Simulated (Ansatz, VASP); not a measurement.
## Fe: VASP beside Ansatz

File INCAR:

```
ALGO     = Normal         # electronic algorithm
EDIFF    = 1E-6           # SCF threshold, eV
ENCUT    = 600            # plane-wave cutoff, eV
GGA      = PE             # functional
GGA_COMPAT= False        
ISIF     = 2              # what is computed and relaxed
ISMEAR   = -1             # smearing method
LASPH    = True           # aspherical terms in the spheres
LCHARG   = False          # write CHGCAR
LREAL    = False          # projectors in reciprocal space
LWAVE    = False          # write WAVECAR
NBANDS   = 10             # bands
NELM     = 120            # most SCF steps
PREC     = Accurate       # precision mode
SIGMA    = 0.1            # smearing width, eV
```

The input KPOINTS:

```
k-points
0
Gamma
  8 8 8
```

File POSCAR:

```
Fe
1.0
   -1.3807996972      1.3807996972      1.3807996972
    1.3807996972     -1.3807996972      1.3807996972
    1.3807996972      1.3807996972     -1.3807996972
Fe
1
Direct
    0.0000000000      0.0000000000      0.0000000000
```

Input for Ansatz:

```yaml
crystal:
  lattice:
    - [-1.3807996972, 1.3807996972, 1.3807996972]
    - [1.3807996972, -1.3807996972, 1.3807996972]
    - [1.3807996972, 1.3807996972, -1.3807996972]
  atoms:
    - { symbol: Fe, position: [0.0, 0.0, 0.0] }
hamiltonian:
  xc: pbe
  pseudopotentials:
    kind: paw
    azcp:
      Fe: "pseudopotentials/Fe.paw.azcp"
basis:
  ecutwfc: 420
  fft_grid_basis: typed
kpoints:
  mp_grid: { grid: [8, 8, 8], shift: [0, 0, 0] }
magnetization:
  spin_polarized: false
scf:
  occupations: { method: fermi_dirac, width: 0.1 }
  lower_state_search: "off"
output:
  stress: true
  write_density: true
  write_potential: true
  elf: true
  volumetric_format: npy
```

Alike in both runs: task single point; functional PBE; k mesh 8 × 8 × 8; occupations fermi-dirac, width 0.1 eV; no spin polarisation.

|  | VASP | Ansatz |
| --- | --- | --- |
| version | VASP 6.6.1 | Ansatz 0.2.0 |
| potentials or method | VASP PAW PBE potentials, release 64 (Fe), cutoff 600 eV | plane waves (420 eV) with PAW, scalar-relativistic |
| valence electrons in the cell | 8 | 16 |

VASP gave:

- pressure (GPa): -0.8

Q: Which values does Ansatz return?

A: Pressure (GPa): -0.2.

VASP's potentials hold 8 valence electrons a cell and Ansatz's 16, so a difference there can come from the potentials and not from the codes.

The k mesh is coarse, so the values compare programs but aren't converged.
